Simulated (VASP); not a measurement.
W, 1 atom in the cell. The structure is hexagonal, space group P6/mmm (No. 191). The conventional cell has a = 2.907 Å, b = 2.907 Å, c = 2.837 Å, α = 90.00°, β = 90.00°, γ = 120.00°. Within 3.7 Å of W (site symmetry 6/mmm) lie 8 W at 2.84 to 2.91 Å. 

```yaml
Program: VASP 6.6.1
Task: single point
Functional: PBE
Potentials_or_basis: VASP PAW PBE potentials, release 64 (W_sv)
Cutoff: 520 eV
k_mesh: 9 × 9 × 8
Occupations: fermi-dirac, width 0.2 eV
Spin: no spin polarisation
Dipole_correction: no
Further_INCAR_settings: ALGO = Normal; EDIFF = 1e-06; NBANDS = 13
```

Potentials or basis: VASP PAW PBE potentials, release 64 (W_sv).

The run is started by

```console
$ cat potpaw_PBE.64/W_sv/POTCAR > POTCAR
$ mpirun -np 1 vasp_std > vasp.out
```

Hardware: 1 thread of Intel(R) Xeon(R) 6975P-C (Granite Rapids), on a shared host.

Question: How long does it take, and how much memory?

Answer: Wall time 4.4 s on 1 thread of Intel(R) Xeon(R) 6975P-C (Granite Rapids), with other jobs on the host, peak memory 0.14 GiB. Counts: scf iterations 11, k points 60.
